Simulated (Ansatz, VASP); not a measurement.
## Pb: VASP beside Ansatz

The input INCAR:

```
PREC     = Accurate       # precision mode
ENCUT    = 500            # plane-wave cutoff, eV
EDIFF    = 1E-6           # SCF threshold, eV
ISMEAR   = -1             # smearing method
SIGMA    = 0.1            # smearing width, eV
LREAL    = F              # projectors in reciprocal space
LASPH    = T              # aspherical terms in the spheres
NELM     = 120            # most SCF steps
ALGO     = Normal         # electronic algorithm
ISIF     = 2              # what is computed and relaxed
LWAVE    = F              # write WAVECAR
LCHARG   = T              # write CHGCAR
GGA      = RP             # functional
LELF     = T              # ELF
LVHAR    = T            
NBANDS   = 13             # bands
GGA_COMPAT= F
```

Contents of KPOINTS:

```
Automatic mesh
0
Gamma
  6 6 6
```

The input POSCAR:

```
Pb
1.0
    0.0000000000      2.4774478200      2.4774478200
    2.4774478200      0.0000000000      2.4774478200
    2.4774478200      2.4774478200      0.0000000000
Pb
1
Direct
    0.0000000000      0.0000000000      0.0000000000
```

Input for Ansatz:

```yaml
crystal:
  lattice:
    - [0.0, 2.47744782, 2.47744782]
    - [2.47744782, 0.0, 2.47744782]
    - [2.47744782, 2.47744782, 0.0]
  atoms:
    - { symbol: Pb, position: [0.0, 0.0, 0.0] }
  symmetry: { tolerance: 0.0003 }
kpoints:
  mp_grid: { grid: [6, 6, 6], shift: [0, 0, 0] }
magnetization:
  spin_polarized: false
scf:
  occupations: { method: fermi_dirac }
hamiltonian:
  pseudopotentials: { kind: paw }
  xc: rpbe
basis:
  ecutwfc: 500
output:
  forces: true
  stress: true
  eigenvalues: true
  write_density: true
  write_potential: true
  elf: true
  volumetric_format: npy
accuracy: medium
```

Alike in both runs: task single point; functional RPBE; k mesh 6 × 6 × 6; no spin polarisation.

```csv
,VASP,Ansatz
version,VASP 6.6.1,Ansatz 0.2.0
potentials or method,"VASP PAW PBE potentials, release 64 (Pb_d), cutoff 500 eV",PAW plane waves
occupations,"fermi-dirac, width 0.1 eV",fermi-dirac
valence electrons in the cell,14,14
```

|  | VASP | Ansatz | Ansatz less VASP |
| --- | --- | --- | --- |
| gap on the k mesh at the Fermi level (eV) | none | none | - |
| pressure (GPa) | 4.9 | 5.0 | +0.04 |

VASP's potentials were made for PBE, not for RPBE. A gap of «none» marks a metal or a gap that the smearing closes.

The k mesh is coarse, so the values compare programs but aren't converged. Neither program's run includes spin-orbit coupling.
